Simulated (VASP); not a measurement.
# BaTe (Fm-3m) in VASP: further runs

BaTe is run at these levels: HSE06, PBE; tasks: single point.

All numbers are computed with VASP 6.6.1; they aren't measurements. Logs are shortened: lines on timing, memory, paths and dates and some standing lists are left out, and cuts for length are marked.

## 1. The cell of the first run

Symmetry: Fm-3m, No. 225, cubic system. Conventional cell: a = 7.418 Å, b = 7.418 Å, c = 7.418 Å, α = 90.00°, β = 90.00°, γ = 90.00°. Within 4.9 Å of Ba (site symmetry m-3m) lie 6 Te at 3.71 Å. Within 4.9 Å of Te (site symmetry m-3m) lie 6 Ba at 3.71 Å.

## 2. Single point, HSE06 (strain +5.0%)

Input file POSCAR:

```
BaTe
1.0
    0.0000000000      3.7090061875      3.7090061875
    3.7090061875      0.0000000000      3.7090061875
    3.7090061875      3.7090061875      0.0000000000
Ba Te
1 1
Direct
    0.0000000000      0.0000000000      0.0000000000
    0.5000000000      0.5000000000      0.5000000000
```

Input file INCAR.step1:

```
  PREC = Accurate
  ENCUT = 520
  EDIFF = 1E-5
  ISMEAR = 0
  SIGMA = 0.01
  LREAL = False
  LASPH = True
  NELM = 80
  ALGO = Normal
  ISIF = 2
  LWAVE = True
  GGA = PE
  NBANDS = 15
```

Input file INCAR.step2:

```
  PREC = Accurate
  ENCUT = 520
  EDIFF = 1E-7
  ISMEAR = 0
  SIGMA = 0.01
  LREAL = False
  LASPH = True
  NELM = 80
  ALGO = Normal
  ISIF = 2
  LWAVE = False
  LCHARG = True
  GGA = PE
  LHFCALC = True
  HFSCREEN = 0.2079
  PRECFOCK = Normal
  LELF = True
  LVHAR = True
  ISTART = 1
  NBANDS = 15
```

Input file KPOINTS:

```
regular mesh
0
Gamma
  4 4 4
```

Potentials or basis: VASP PAW PBE potentials, release 64 (Ba_sv, Te).

On the command line:

```console
cat potpaw_PBE.64/Ba_sv/POTCAR potpaw_PBE.64/Te/POTCAR > POTCAR
cp INCAR.step1 INCAR
mpirun -np 1 vasp_std > vasp.out
cp INCAR.step2 INCAR
mpirun -np 1 vasp_std > vasp.out
```

OUTCAR:

```text
PREC = Accurate
   ENCUT = 520
   EDIFF = 1E-7
   ISMEAR = 0
   LREAL = False
   LASPH = True
   NELM = 80
   ISIF = 2
   GGA = PE
   LHFCALC = True
   HFSCREEN = 0.2079
   PRECFOCK = Normal
   ISTART = 1

 ion  position               nearest neighbor table
   1  0.000  0.000  0.000-   2 3.71   2 3.71   2 3.71   2 3.71   2 3.71   2 3.71
   2  0.500  0.500  0.500-   1 3.71   1 3.71   1 3.71   1 3.71   1 3.71   1 3.71

  LATTYP: Found a face centered cubic cell.
 ALAT       =     7.4180123750

  Lattice vectors:

 A1 = (   0.0000000000,   3.7090061875,   3.7090061875)
 A2 = (   3.7090061875,   0.0000000000,   3.7090061875)
 A3 = (   3.7090061875,   3.7090061875,   0.0000000000)

Analysis of symmetry for initial positions (statically):
=====================================================================
 Subroutine PRICEL returns:
 Original cell was already a primitive cell.

 Routine SETGRP: Setting up the symmetry group for a
 face centered cubic supercell.

 Subroutine GETGRP returns: Found 48 space group operations
 (whereof 48 operations were pure point group operations)
 out of a pool of 48 trial point group operations.

The static configuration has the point symmetry O_h .

Analysis of symmetry for dynamics (positions and initial velocities):
=====================================================================
 Subroutine PRICEL returns:
 Original cell was already a primitive cell.

 Routine SETGRP: Setting up the symmetry group for a
 face centered cubic supercell.

 Subroutine GETGRP returns: Found 48 space group operations
 (whereof 48 operations were pure point group operations)
 out of a pool of 48 trial point group operations.

The dynamic configuration has the point symmetry O_h .

 Subroutine INISYM returns: Found 48 space group operations
 (whereof 48 operations are pure point group operations),
 and found     1 'primitive' translations

----------------------------------------------------------------------------------------

                                     Primitive cell

  volume of cell :     102.0476

  direct lattice vectors                    reciprocal lattice vectors
     0.000000000  3.709006187  3.709006187    -0.134807001  0.134807001  0.134807001
     3.709006187  0.000000000  3.709006187     0.134807001 -0.134807001  0.134807001
     3.709006187  3.709006187  0.000000000     0.134807001  0.134807001 -0.134807001

  length of vectors
     5.245326853  5.245326853  5.245326853     0.233492575  0.233492575  0.233492575

  position of ions in fractional coordinates (direct lattice)
     0.000000000  0.000000000  0.000000000
     0.500000000  0.500000000  0.500000000

  ion indices of the primitive-cell ions
   primitive index   ion index
                 1           1
                 2           2

----------------------------------------------------------------------------------------

 KPOINTS: regular mesh

Automatic generation of k-mesh.
 Grid dimensions read from file:
 generate k-points for:    4    4    4

 Generating k-lattice:

  Cartesian coordinates                     Fractional coordinates (reciprocal lattice)
    -0.033701750  0.033701750  0.033701750     0.250000000  0.000000000  0.000000000
     0.033701750 -0.033701750  0.033701750     0.000000000  0.250000000  0.000000000
     0.033701750  0.033701750 -0.033701750     0.000000000  0.000000000  0.250000000

  Length of vectors
     0.058373144  0.058373144  0.058373144

  Shift w.r.t. Gamma in fractional coordinates (k-lattice)
     0.000000000  0.000000000  0.000000000

 Subroutine IBZKPT returns following result:
 ===========================================

 Found      8 irreducible k-points:

 Following reciprocal coordinates:
            Coordinates               Weight
  0.000000  0.000000  0.000000      1.000000
  0.250000  0.000000  0.000000      8.000000
  0.500000  0.000000  0.000000      4.000000
  0.250000  0.250000  0.000000      6.000000
  0.500000  0.250000  0.000000     24.000000
 -0.250000  0.250000  0.000000     12.000000
  0.500000  0.500000  0.000000      3.000000
 -0.250000  0.500000  0.250000      6.000000
   k-points           NKPTS =      8   k-points in BZ     NKDIM =     64   number of bands    NBANDS=     15
   number of dos      NEDOS =    301   number of ions     NIONS =      2
   total plane-waves  NPLWV =  64000
   dimension x,y,z NGX =    40 NGY =   40 NGZ =   40
   dimension x,y,z NGXF=    80 NGYF=   80 NGZF=   80
   ions per type =               1   1
   NGX,Y,Z   is equivalent  to a cutoff of  12.68, 12.68, 12.68 a.u.
   NGXF,Y,Z  is equivalent  to a cutoff of  25.36, 25.36, 25.36 a.u.
 SYSTEM =  unknown system
   PREC   = accura    normal or accurate (medium, high low for compatibility)
   ISTART =      1    job   : 0-new  1-cont  2-samecut
   ICHARG =      0    charge: 1-file 2-atom 10-const
   ISPIN  =      1    spin polarized calculation?
   LNONCOLLINEAR =      F non collinear calculations
   LSORBIT =      F    spin-orbit coupling
   LASPH  =      T    aspherical Exc in radial PAW
   ENCUT  =  520.0 eV  38.22 Ry    6.18 a.u.   9.75  9.75  9.75*2*pi/ulx,y,z
   NELM   =     80;   NELMIN=  2; NELMDL=  0     # of ELM steps
   EDIFF  = 0.1E-06   stopping-criterion for ELM
   LREAL  =      F    real-space projection
   EDIFFG = 0.1E-05   stopping-criterion for IOM
   NSW    =      0    number of steps for IOM
   IBRION =     -1    ionic relax: 0-MD 1-quasi-New 2-CG
   NFREE  =      0    steps in history (QN), initial steepest desc. (CG)
   ISIF   =      2    stress and relaxation
   ISYM   =      3    0-nonsym 1-usesym 2-fastsym
   POTIM  = 0.5000    time-step for ionic-motion
   TEBEG  =    0.0;   TEEND  =   0.0 temperature during run
   PSTRESS=    0.0 pullay stress
   NELECT =      16.0000    total number of electrons
   NUPDOWN=      -1.0000    fix difference up-down
   EMIN   =  10.00;   EMAX   =-10.00  energy-range for DOS
   EFERMI =   0.00;   METHOD = LEGACY
   ISMEAR =     0;   SIGMA  =   0.01  broadening in eV -4-tet -1-fermi 0-gaus
   EFERMI_NEDOS =   21; number of points for ismear=-14 and -15
   IALGO  =     38    algorithm
   IMIX   =      1    mixing-type and parameters
     AMIX     =   0.40;   BMIX     =  1.00
     AMIX_MAG =   1.60;   BMIX_MAG =  1.00
  volume/ion in A,a.u.               =      51.02       344.33
  Fermi-wavevector in a.u.,A,eV,Ry     =   0.882769  1.668192 10.602773  0.779282
  Thomas-Fermi vector in A             =   2.003445
   LORBIT       =      0    0 simple, 1 ext, 2 COOP (PROOUT), +10 PAW based schemes
   GGA     = PE    functional components
   LHFCALC =     T    Hartree Fock is set to
   PRECFOCK=normal    Normal, Fast or Accurate (Low or Medium for compatibility)
   ENCUT4O =  -1.0   cutoff for four orbital integrals eV
   NKREDX  =     1    reduce k-point grid by
   NKREDY  =     1    reduce k-point grid by
   NKREDZ  =     1    reduce k-point grid by
   AEXX    =    0.2500 exact exchange contribution
   HFSCREEN=    0.2079 screening length (either q_TF or 0.3 A-1)
   HFSCREENC=   0.2079 screening length for correlation (either q_TF or 0.3 A-1)
   ENCUTFOCK=  -1.0 apply spherical cutoff to Coloumb kernel
   IVDW    =     0    specifies the selected vdW correction
   LEPSILON=     F    determine dielectric tensor
   LRPA    =     F    only Hartree local field effects (RPA)
 non-spin polarized calculation
 Gauss-broadening in eV      SIGMA  =   0.01
  energy-cutoff  :      520.00
  volume of cell :      102.05
 maximum number of plane-waves:      2778
 NGX is ok and might be reduce to    40
  NGX = 30; NGY = 30; NGZ = 30

 number of electron      16.0000000 magnetization

 Free energy of the ion-electron system (eV)
  ---------------------------------------------------
  ext. energy  EPLUGINS =         0.00000000
  ---------------------------------------------------
  free energy    TOTEN  =        -9.64169610 eV

  energy without entropy =       -9.64169610  energy(sigma->0) =       -9.64169610

 E-fermi :   0.8406     XC(G=0):  -6.3823

 val. band max:        0.7866892140   @ k =   0.0000   0.0000   0.0000
 cond. band min:       3.3312303507   @ k =   0.5000   0.5000   0.0000
 fundamental gap:      2.5445411367
 Fermi energy:         0.8406116293

 k-point     1 :       0.0000    0.0000    0.0000
  band No.  band energies     occupation
      1     -28.6584      2.00000
      2     -12.7072      2.00000
      3     -12.7072      2.00000
      4     -12.7072      2.00000
      5      -9.2361      2.00000
      6       0.7867      2.00000
      7       0.7867      2.00000
      8       0.7867      2.00000
      9       3.7828      0.00000
     10       4.5931      0.00000
     11       4.5931      0.00000
     12       4.5931      0.00000
     13       5.0611      0.00000
     14       5.0611      0.00000
     15       8.5000      0.00000

 k-point     2 :       0.2500    0.0000    0.0000
  band No.  band energies     occupation
      1     -28.6556      2.00000
      2     -12.8142      2.00000
      3     -12.7098      2.00000
      4     -12.7098      2.00000
      5      -9.0148      2.00000
      6      -0.3765      2.00000
      7       0.2962      2.00000
      8       0.2962      2.00000
      9       4.5825      0.00000
     10       5.2173      0.00000
     11       5.2173      0.00000
     12       5.6558      0.00000
     13       6.2921      0.00000
     14       6.2921      0.00000
     15       9.3150      0.00000
[... 77 lines left out ...]
      3     -12.7521      2.00000
      4     -12.7521      2.00000
      5      -9.0518      2.00000
      6      -0.3617      2.00000
      7       0.3825      2.00000
      8       0.3825      2.00000
      9       3.3312      0.00000
     10       5.5344      0.00000
     11       5.8286      0.00000
     12       6.6051      0.00000
     13       6.9795      0.00000
     14       6.9795      0.00000
     15       8.7457      0.00000

 k-point     8 :      -0.2500    0.5000    0.2500
  band No.  band energies     occupation
      1     -28.6509      2.00000
      2     -12.7848      2.00000
      3     -12.7848      2.00000
      4     -12.7769      2.00000
      5      -8.9490      2.00000
      6      -0.2726      2.00000
      7      -0.1100      2.00000
      8      -0.1100      2.00000
      9       5.0385      0.00000
     10       5.0385      0.00000
     11       5.9774      0.00000
     12       6.2114      0.00000
     13       6.9887      0.00000
     14       8.7176      0.00000
     15       8.9159      0.00000

------------------------ aborting loop because EDIFF is reached ----------------------------------------

  FORCE on cell =-STRESS in cart. coord.  units (eV):
  Direction    XX          YY          ZZ          XY          YZ          ZX
  --------------------------------------------------------------------------------------
  -------------------------------------------------------------------------------------
  Total       -2.0468149     -2.0468149     -2.0468149     -0.0000000     -0.0000000     -0.0000000
  in kB      -32.1356055    -32.1356055    -32.1356055     -0.0000000     -0.0000000     -0.0000000
  external PRESSURE =     -32.1356055 kB  Pullay stress =       0.0000000 kB

 VOLUME and BASIS-vectors are now :
 -----------------------------------------------------------------------------
  energy-cutoff  :      520.00
  volume of cell :      102.05
      direct lattice vectors                 reciprocal lattice vectors
     0.000000000  3.709006187  3.709006187    -0.134807001  0.134807001  0.134807001
     3.709006187  0.000000000  3.709006187     0.134807001 -0.134807001  0.134807001
     3.709006187  3.709006187  0.000000000     0.134807001  0.134807001 -0.134807001

 POSITION                                       TOTAL-FORCE (eV/Angst)
 -----------------------------------------------------------------------------------
      0.00000      0.00000      0.00000         0.000000     -0.000000      0.000000
      3.70901      3.70901      3.70901        -0.000000      0.000000     -0.000000
 -----------------------------------------------------------------------------------
    total drift:                                0.000000     -0.000000      0.000000

  FREE ENERGIE OF THE ION-ELECTRON SYSTEM (eV)
  ---------------------------------------------------
  free  energy   TOTEN  =        -9.6416961030 eV

  energy  without entropy=       -9.6416961030  energy(sigma->0) =       -9.64169610
```

Wall time 6.6 min (1 thread of AMD EPYC 9R45 (Zen 5), shared host); peak memory 0.32 GiB.

What came out:

```
Free energy            : -9.6417 eV
Pressure               : -3.2 GPa
Band gap on the k mesh : 2.54 eV, indirect (least direct gap 2.95 eV)
```

Levels at points of the mesh, in eV from the valence-band top:
```csv
k point,band 4,band 5,band 6,band 7,band 8,band 9,band 10,band 11,band 12,band 13
"(0.00, 0.00, 0.00)",-13.49,-10.02,0.00,0.00,0.00,3.00,3.81,3.81,3.81,4.27
"(0.50, 0.00, 0.00)",-13.50,-9.58,-1.93,-0.86,-0.86,4.62,5.28,5.49,5.49,7.36
"(0.50, 0.50, 0.00)",-13.54,-9.84,-1.15,-0.40,-0.40,2.54,4.75,5.04,5.82,6.19
```

Caveat: the cell differs from its parent crystal (strain +5.0%); the PAW data sets were made with another functional, which shifts forces and pressure a little; spin-orbit coupling is left out, which moves the levels of the heavy elements. A k mesh can miss the band edges.

[end of part 1 of 2]
